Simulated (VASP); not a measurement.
# TiCo (Pm-3m) in VASP: settings compared

The runs below take TiCo through single point, with LDA, PBEsol.

All numbers are computed with VASP 6.6.1; they aren't measurements. Logs are shortened: lines on timing, memory, paths and dates and some standing lists are left out, and cuts for length are marked.

## 1. The cell of the first run

Symmetry: Pm-3m, No. 221, cubic system. Conventional cell: a = 2.986 Å, b = 2.986 Å, c = 2.986 Å, α = 90.00°, β = 90.00°, γ = 90.00°. Within 3.4 Å of Co (site symmetry m-3m) lie 8 Ti at 2.59 Å and 6 Co at 2.99 Å. Ti (site symmetry m-3m) has 8 Co at 2.59 Å and 6 Ti at 2.99 Å within 3.4 Å.

## 2. Single point, LDA, collinear spin, ferromagnetic start

File INCAR:

```
SYSTEM = TiCo
ALGO = Normal ; EDIFF = 1E-6
ENCUT = 520 ; GGA = CA
ISIF = 2 ; ISMEAR = -1
ISPIN = 2 ; LASPH = .TRUE.
LCHARG = .TRUE. ; LELF = .TRUE.
LMAXMIX = 4 ; LORBIT = 11
LREAL = .FALSE. ; LVHAR = .TRUE.
LWAVE = .FALSE. ; MAGMOM = 2 1
NBANDS = 22 ; NELM = 150
PREC = Accurate ; SIGMA = 0.05
```

File KPOINTS:

```
k-points
0
G
  9 9 9
  0 0 0
```

File POSCAR:

```
TiCo
1.0
    2.9861109900      0.0000000000      0.0000000000
    0.0000000000      2.9861109900      0.0000000000
    0.0000000000      0.0000000000      2.9861109900
Co Ti
1 1
Direct
    0.5000000000      0.5000000000      0.5000000000
    0.0000000000      0.0000000000      0.0000000000
```

Potentials or basis: VASP PAW LDA potentials, release 64 (Co, Ti_sv).

Started as:

```sh
$ cat potpaw_LDA.64/Co/POTCAR potpaw_LDA.64/Ti_sv/POTCAR > POTCAR
$ mpirun -np 1 vasp_std > vasp.out
```

OUTCAR:

```text
SYSTEM = TiCo
   EDIFF = 1E-6
   ENCUT = 520
   GGA = CA
   ISIF = 2
   ISMEAR = -1
   ISPIN = 2
   LASPH = .TRUE.
   LORBIT = 11
   LREAL = .FALSE.
   NELM = 150
   PREC = Accurate

 ion  position               nearest neighbor table
   1  0.500  0.500  0.500-   2 2.59   2 2.59   2 2.59   2 2.59   2 2.59   2 2.59   2 2.59   2 2.59

   2  0.000  0.000  0.000-   1 2.59   1 2.59   1 2.59   1 2.59   1 2.59   1 2.59   1 2.59   1 2.59

  LATTYP: Found a simple cubic cell.
 ALAT       =     2.9861109900

  Lattice vectors:

 A1 = (   2.9861109900,   0.0000000000,   0.0000000000)
 A2 = (   0.0000000000,   2.9861109900,   0.0000000000)
 A3 = (   0.0000000000,   0.0000000000,   2.9861109900)

Analysis of symmetry for initial positions (statically):
=====================================================================
 Subroutine PRICEL returns:
 Original cell was already a primitive cell.

 Routine SETGRP: Setting up the symmetry group for a
 simple cubic supercell.

 Subroutine GETGRP returns: Found 48 space group operations
 (whereof 48 operations were pure point group operations)
 out of a pool of 48 trial point group operations.

The static configuration has the point symmetry O_h .

Analysis of symmetry for dynamics (positions and initial velocities):
=====================================================================
 Subroutine PRICEL returns:
 Original cell was already a primitive cell.

 Routine SETGRP: Setting up the symmetry group for a
 simple cubic supercell.

 Subroutine GETGRP returns: Found 48 space group operations
 (whereof 48 operations were pure point group operations)
 out of a pool of 48 trial point group operations.

The dynamic configuration has the point symmetry O_h .

Analysis of structural, dynamic, and magnetic symmetry:
=====================================================================
 Subroutine PRICEL returns:
 Original cell was already a primitive cell.

 Routine SETGRP: Setting up the symmetry group for a
 simple cubic supercell.

 Subroutine GETGRP returns: Found 48 space group operations
 (whereof 48 operations were pure point group operations)
 out of a pool of 48 trial point group operations.

The overall configuration has the point symmetry O_h .

 Subroutine INISYM returns: Found 48 space group operations
 (whereof 48 operations are pure point group operations),
 and found     1 'primitive' translations

----------------------------------------------------------------------------------------

                                     Primitive cell

  volume of cell :      26.6267

  direct lattice vectors                    reciprocal lattice vectors
     2.986110990  0.000000000  0.000000000     0.334883735  0.000000000  0.000000000
     0.000000000  2.986110990  0.000000000     0.000000000  0.334883735  0.000000000
     0.000000000  0.000000000  2.986110990     0.000000000  0.000000000  0.334883735

  length of vectors
     2.986110990  2.986110990  2.986110990     0.334883735  0.334883735  0.334883735

  position of ions in fractional coordinates (direct lattice)
     0.500000000  0.500000000  0.500000000
     0.000000000  0.000000000  0.000000000

  ion indices of the primitive-cell ions
   primitive index   ion index
                 1           1
                 2           2

----------------------------------------------------------------------------------------

 KPOINTS: k-points

Automatic generation of k-mesh.
 Grid dimensions read from file:
 generate k-points for:    9    9    9

 Generating k-lattice:

  Cartesian coordinates                     Fractional coordinates (reciprocal lattice)
     0.037209304  0.000000000  0.000000000     0.111111111  0.000000000  0.000000000
     0.000000000  0.037209304  0.000000000     0.000000000  0.111111111  0.000000000
     0.000000000  0.000000000  0.037209304     0.000000000  0.000000000  0.111111111

  Length of vectors
     0.037209304  0.037209304  0.037209304

  Shift w.r.t. Gamma in fractional coordinates (k-lattice)
     0.000000000  0.000000000  0.000000000

 Subroutine IBZKPT returns following result:
 ===========================================

 Found     35 irreducible k-points:

 Following reciprocal coordinates:
            Coordinates               Weight
  0.000000  0.000000  0.000000      1.000000
  0.111111  0.000000  0.000000      6.000000
  0.222222  0.000000  0.000000      6.000000
  0.333333  0.000000  0.000000      6.000000
  0.444444  0.000000  0.000000      6.000000
  0.111111  0.111111  0.000000     12.000000
[... 16 lines left out ...]
  0.333333  0.333333  0.111111     24.000000
  0.444444  0.333333  0.111111     48.000000
 [... further k-points ...]
   k-points           NKPTS =     35   k-points in BZ     NKDIM =     35   number of bands    NBANDS=     22
   number of dos      NEDOS =    301   number of ions     NIONS =      2
   total plane-waves  NPLWV =  13824
   dimension x,y,z NGX =    24 NGY =   24 NGZ =   24
   dimension x,y,z NGXF=    48 NGYF=   48 NGZF=   48
   ions per type =               1   1
   NGX,Y,Z   is equivalent  to a cutoff of  13.36, 13.36, 13.36 a.u.
   NGXF,Y,Z  is equivalent  to a cutoff of  26.72, 26.72, 26.72 a.u.
 SYSTEM =  TiCo
   PREC   = accura    normal or accurate (medium, high low for compatibility)
   ISTART =      0    job   : 0-new  1-cont  2-samecut
   ICHARG =      2    charge: 1-file 2-atom 10-const
   ISPIN  =      2    spin polarized calculation?
   LNONCOLLINEAR =      F non collinear calculations
   LSORBIT =      F    spin-orbit coupling
   LASPH  =      T    aspherical Exc in radial PAW
   ENCUT  =  520.0 eV  38.22 Ry    6.18 a.u.   5.55  5.55  5.55*2*pi/ulx,y,z
   NELM   =    150;   NELMIN=  2; NELMDL= -5     # of ELM steps
   EDIFF  = 0.1E-05   stopping-criterion for ELM
   LREAL  =      F    real-space projection
   EDIFFG = 0.1E-04   stopping-criterion for IOM
   NSW    =      0    number of steps for IOM
   IBRION =     -1    ionic relax: 0-MD 1-quasi-New 2-CG
   NFREE  =      0    steps in history (QN), initial steepest desc. (CG)
   ISIF   =      2    stress and relaxation
   ISYM   =      2    0-nonsym 1-usesym 2-fastsym
   POTIM  = 0.5000    time-step for ionic-motion
   TEBEG  =    0.0;   TEEND  =   0.0 temperature during run
   PSTRESS=    0.0 pullay stress
   NELECT =      21.0000    total number of electrons
   NUPDOWN=      -1.0000    fix difference up-down
   EMIN   =  10.00;   EMAX   =-10.00  energy-range for DOS
   EFERMI =   0.00;   METHOD = LEGACY
   ISMEAR =    -1;   SIGMA  =   0.05  broadening in eV -4-tet -1-fermi 0-gaus
   EFERMI_NEDOS =   21; number of points for ismear=-14 and -15
   IALGO  =     38    algorithm
   IMIX   =      4    mixing-type and parameters
     AMIX     =   0.40;   BMIX     =  1.00
     AMIX_MAG =   1.60;   BMIX_MAG =  1.00
  volume/ion in A,a.u.               =      13.31        89.84
  Fermi-wavevector in a.u.,A,eV,Ry     =   1.512546  2.858298 31.127355  2.287796
  Thomas-Fermi vector in A             =   2.622456
   LORBIT       =     11    0 simple, 1 ext, 2 COOP (PROOUT), +10 PAW based schemes
   GGA     = CA    functional components
   LHFCALC =     F    Hartree Fock is set to
   AEXX    =    0.0000 exact exchange contribution
   IVDW    =     0    specifies the selected vdW correction
   LEPSILON=     F    determine dielectric tensor
   LRPA    =     F    only Hartree local field effects (RPA)
 spin polarized calculation
  energy-cutoff  :      520.00
  volume of cell :       26.63
 maximum number of plane-waves:       739
 NGX is ok and might be reduce to    24
   NGX = 11   NGY = 11   NGZ = 11

 number of electron      20.9999983 magnetization       0.4417313

 Free energy of the ion-electron system (eV)
  ---------------------------------------------------
  ext. energy  EPLUGINS =         0.00000000
  ---------------------------------------------------
  free energy    TOTEN  =       -17.49585390 eV

  energy without entropy =      -17.47669808  energy(sigma->0) =      -17.48627599

 E-fermi :   9.6296     XC(G=0): -12.8853

 val. band max:        9.6106026972   @ k =   0.3333   0.3333   0.3333
 cond. band min:       9.6616845876   @ k =   0.4444   0.2222   0.0000
 fundamental gap:      0.0510818903
 Fermi energy:         9.6295703583

 spin component 1

 k-point     1 :       0.0000    0.0000    0.0000
  band No.  band energies     occupation
      1     -46.8544      1.00000
      2     -23.3266      1.00000
      3     -23.3266      1.00000
      4     -23.3266      1.00000
      5       2.0301      1.00000
      6       5.7377      1.00000
[... 14 lines left out ...]
     21      28.9204      0.00000
     22      30.6153      0.00000

 k-point     2 :       0.1111    0.0000    0.0000
  band No.  band energies     occupation
      1     -46.8505      1.00000
      2     -23.3634      1.00000
      3     -23.3240      1.00000
      4     -23.3240      1.00000
      5       2.2739      1.00000
      6       5.8419      1.00000
[... 542 lines left out ...]
 k-point    24 :       0.4444    0.3333    0.1111
  band No.  band energies     occupation
      1     -46.7955      1.00000
      2     -23.5861      1.00000
      3     -23.5145      1.00000
      4     -23.3168      1.00000
      5       5.5420      1.00000
      6       6.1330      1.00000
[... 14 lines left out ...]
     21      26.4465      0.00000
     22      29.4152      0.00000

 [... further k-points ...]

 spin component 2

 k-point     1 :       0.0000    0.0000    0.0000
  band No.  band energies     occupation
      1     -46.8576      1.00000
      2     -23.3305      1.00000
      3     -23.3305      1.00000
      4     -23.3305      1.00000
      5       2.0610      1.00000
      6       5.9957      1.00000
[... 14 lines left out ...]
     21      29.0018      0.00000
     22      30.6129      0.00000

 k-point     2 :       0.1111    0.0000    0.0000
  band No.  band energies     occupation
      1     -46.8537      1.00000
      2     -23.3673      1.00000
      3     -23.3278      1.00000
      4     -23.3278      1.00000
      5       2.3050      1.00000
      6       6.1065      1.00000
[... 542 lines left out ...]
 k-point    24 :       0.4444    0.3333    0.1111
  band No.  band energies     occupation
      1     -46.7986      1.00000
      2     -23.5903      1.00000
      3     -23.5187      1.00000
      4     -23.3206      1.00000
      5       5.6767      1.00000
      6       6.2967      1.00000
[... 14 lines left out ...]
     21      26.4967      0.00000
     22      29.4375      0.00000

 [... further k-points ...]
[... 5 lines left out ...]
  --------------------------------------------------------------------------------------
  -------------------------------------------------------------------------------------
  Total       -2.5313898     -2.5313898     -2.5313898      0.0000000      0.0000000      0.0000000
  in kB     -152.3181921   -152.3181921   -152.3181921      0.0000000      0.0000000      0.0000000
  external PRESSURE =    -152.3181921 kB  Pullay stress =       0.0000000 kB

 VOLUME and BASIS-vectors are now :
 -----------------------------------------------------------------------------
  energy-cutoff  :      520.00
  volume of cell :       26.63
      direct lattice vectors                 reciprocal lattice vectors
     2.986110990  0.000000000  0.000000000     0.334883735  0.000000000  0.000000000
     0.000000000  2.986110990  0.000000000     0.000000000  0.334883735  0.000000000
     0.000000000  0.000000000  2.986110990     0.000000000  0.000000000  0.334883735

 POSITION                                       TOTAL-FORCE (eV/Angst)
 -----------------------------------------------------------------------------------
      1.49306      1.49306      1.49306         0.000000      0.000000      0.000000
      0.00000      0.00000      0.00000         0.000000      0.000000      0.000000
 -----------------------------------------------------------------------------------
    total drift:                                0.000000      0.000000     -0.000000

  FREE ENERGIE OF THE ION-ELECTRON SYSTEM (eV)
  ---------------------------------------------------
  free  energy   TOTEN  =       -17.4958538961 eV

  energy  without entropy=      -17.4766980808  energy(sigma->0) =      -17.48627599

 total charge

# of ion       s       p       d       tot
------------------------------------------
    1        0.525   0.437   7.356   8.317
    2        2.249   6.175   1.878  10.302
--------------------------------------------------
tot          2.774   6.612   9.234  18.619

 magnetization (x)

# of ion       s       p       d       tot
------------------------------------------
    1        0.018  -0.001   0.444   0.462
    2       -0.001  -0.004  -0.005  -0.010
--------------------------------------------------
tot          0.017  -0.005   0.439   0.452
```

Run time: 13 s. Hardware: 1 thread of Intel Xeon 6975P-C (Granite Rapids), shared host; peak memory 0.15 GiB.

Results:

```yaml
Free_energy: -17.4959 eV
Pressure: -15.2 GPa
Net_moment: 0.44 μB per cell
Site_moments: Co +0.46; Ti -0.01 μB
Valence_electrons_inside_the_program's_atomic_spheres: Co 8.32; Ti 10.30
```

(Part 1 of 2 ends here.)
